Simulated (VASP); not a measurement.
Input of a VASP 6.6.1 run:

INCAR

```
  PREC = Accurate
  ENCUT = 520
  EDIFF = 1E-6
  ISMEAR = 0
  SIGMA = 0.1
  LREAL = F
  LASPH = T
  NELM = 100
  ALGO = Normal
  ISIF = 2
  LWAVE = F
  LCHARG = F
  GGA = PE
  NBANDS = 36
```

The input KPOINTS:

```
regular mesh
0
Gamma
  4 4 2
```

File POSCAR:

```
Be2SbP3
1.0
    3.7710465321      0.0000000000      0.0000000000
    0.0445587920      5.7228713328      0.0000000000
    1.1485238134      2.7975809449     10.0553963813
Be Sb P
4 2 6
Direct
    0.8736720024      0.9602159128      0.4910638847
    0.0405552029      0.5108828256      0.7902289908
    0.9413232749      0.2460710142      0.0919131016
    0.0858294180      0.1866097616      0.6933853356
    0.5812168308      0.5462954628      0.3940254173
    0.4702393391      0.8363967834      0.0194250151
    0.4149617629      0.2165357367      0.1778704180
    0.6022706364      0.0269924539      0.6690239036
    0.4078920012      0.1030055133      0.3930517320
    0.5368978318      0.6694438242      0.8092804680
    0.0430541554      0.5633081739      0.5586310603
    0.0020875443      0.1342425375      0.9121006731
```

Potentials or basis: VASP PAW PBE potentials, release 64 (Be, Sb, P).

Launch:

```console
$ cat potpaw_PBE.64/Be/POTCAR potpaw_PBE.64/Sb/POTCAR potpaw_PBE.64/P/POTCAR > POTCAR
$ mpirun -np 1 vasp_std > vasp.out
```

Problem. Predict the band gap on the k mesh.

Solution. Zero (bands 24 and 25 overlap by 0.25 eV).

Problem. Predict the pressure.

Solution. 2.1 GPa.

Forces on the atoms (eV/Å):
```
Be   0.210 -0.033  0.118
Be   0.063  0.060 -0.162
Be  -0.056  0.024  0.087
Be   0.016  0.027  0.025
Sb   0.076 -0.145 -0.196
Sb  -0.016 -0.123  0.108
P    0.043  0.071 -0.136
P   -0.059 -0.141 -0.236
P   -0.045  0.061  0.100
P   -0.120 -0.033 -0.022
P   -0.135  0.171  0.261
P    0.023  0.062  0.054
```

Caveat: the k points lie up to 0.42 Å⁻¹ apart; semilocal functionals underestimate gaps, and a narrow one can read as zero; spin-orbit coupling is left out, which moves the levels of the heavy elements.
